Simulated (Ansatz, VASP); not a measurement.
**One calculation of AlN, two programs**

```xyz
2
Lattice="0.0000 2.1849 2.1849 2.1849 0.0000 2.1849 2.1849 2.1849 0.0000" Properties=species:S:1:pos:R:3 pbc="T T T"
Al    0.0000    0.0000    0.0000
N     1.0924    1.0924    1.0924
```

Alike in both runs: task single point; functional PBEsol; k mesh 8 × 8 × 8; occupations methfessel-paxton of order 1, width 0.2 eV; no spin polarisation.

|  | VASP | Ansatz |
| --- | --- | --- |
| version | VASP 6.6.1 | Ansatz 0.2.0 |
| potentials or method | VASP PAW PBE potentials, release 64 (Al, N) | plane waves |
| plane-wave cutoff (eV) | 600 | 420 |
| valence electrons in the cell | 8 | 8 |

Ansatz gave:

```
gap on the k mesh at the Fermi level (eV) : 3.20
pressure (GPa)                            : 1.1
```

**Question.** What did VASP give for the same quantities?

**Answer.** gap on the k mesh at the Fermi level (eV): 3.19; pressure (GPa): 0.9.

VASP's potentials were made for PBE, not for PBEsol.
